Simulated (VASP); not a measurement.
Input of a VASP 6.6.1 run:

Contents of INCAR:

```
PREC     = Accurate       # precision mode
ENCUT    = 520            # plane-wave cutoff, eV
EDIFF    = 1E-6           # SCF threshold, eV
ISMEAR   = 0              # smearing method
SIGMA    = 0.15           # smearing width, eV
LREAL    = F              # projectors in reciprocal space
LASPH    = T              # aspherical terms in the spheres
NELM     = 60             # most SCF steps
ALGO     = Normal         # electronic algorithm
ISIF     = 2              # what is computed and relaxed
LWAVE    = F              # write WAVECAR
LCHARG   = F              # write CHGCAR
GGA      = PE             # functional
NBANDS   = 14             # bands
```

File KPOINTS:

```
Automatic mesh
0
Gamma
  18 18 18
```

File POSCAR:

```
HfN
1.0
    0.0000000000      2.2928850000      2.2590000000
    2.2928850000      0.0000000000      2.2590000000
    2.2928850000      2.2928850000      0.0000000000
Hf N
1 1
Direct
    0.0000000000      0.0000000000      0.0000000000
    0.5000000000      0.5000000000      0.5000000000
```

Potentials or basis: VASP PAW PBE potentials, release 64 (Hf_pv, N).

Run with:

```console
$ cat potpaw_PBE.64/Hf_pv/POTCAR potpaw_PBE.64/N/POTCAR > POTCAR
$ mpirun -np 1 vasp_std > vasp.out
```

Task: Estimate the pressure.

Result: -4.7 GPa.

Stress tensor (GPa, compression positive):
```
-6.86  0.00  0.00
 0.00 -6.86  0.00
 0.00  0.00 -0.50
```

Caveat: the cell differs from its parent crystal (strain +0.015 along x and y, +0.000 along z).
